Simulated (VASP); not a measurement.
Here is a VASP 6.6.1 calculation.

File INCAR:

```
ALGO = Normal ; EDIFF = 1E-6
ENCUT = 520 ; GGA = PE
ISIF = 2 ; ISMEAR = 0
LASPH = T ; LCHARG = F
LREAL = F ; LWAVE = F
NBANDS = 20 ; NELM = 60
PREC = Accurate ; SIGMA = 0.05
```

KPOINTS

```
k-points
0
Gamma
  12 12 6
```

File POSCAR:

```
SnSe2
1.0
    3.6966688181      0.0000000000      0.0000000000
   -1.8483344091      3.2014091059      0.0000000000
    0.0000000000      0.0000000000      6.3211100000
Sn Se
1 2
Direct
    0.0000000000      0.0000000000      0.0000000000
    0.3333333333      0.6666666667      0.2500000000
    0.6666666667      0.3333333333      0.7500000000
```

Potentials or basis: VASP PAW PBE potentials, release 64 (Sn_d, Se).

Launch:

```sh
$ cat potpaw_PBE.64/Sn_d/POTCAR potpaw_PBE.64/Se/POTCAR > POTCAR
$ mpirun -np 1 vasp_std > vasp.out
```

Problem. Estimate the band gap on the k mesh.

Solution. 0.63 eV, indirect (least direct gap 1.23 eV).

Problem. What does it give for the pressure?

Solution. 8.2 GPa.

Problem. Estimate the largest force.

Solution. 0.719 eV/Å.

Stress tensor (GPa, compression positive):
```
9.12 0.00 0.00
0.00 9.12 0.00
0.00 0.00 6.49
```

Caveat: the cell differs from its parent crystal (strain -0.030 along x and y, +0.030 along z); spin-orbit coupling is left out, which moves the levels of the heavy elements; this functional lacks dispersion, which binds the layers, so the pressure and a relaxed spacing across them are unreliable. A k mesh can miss the band edges.
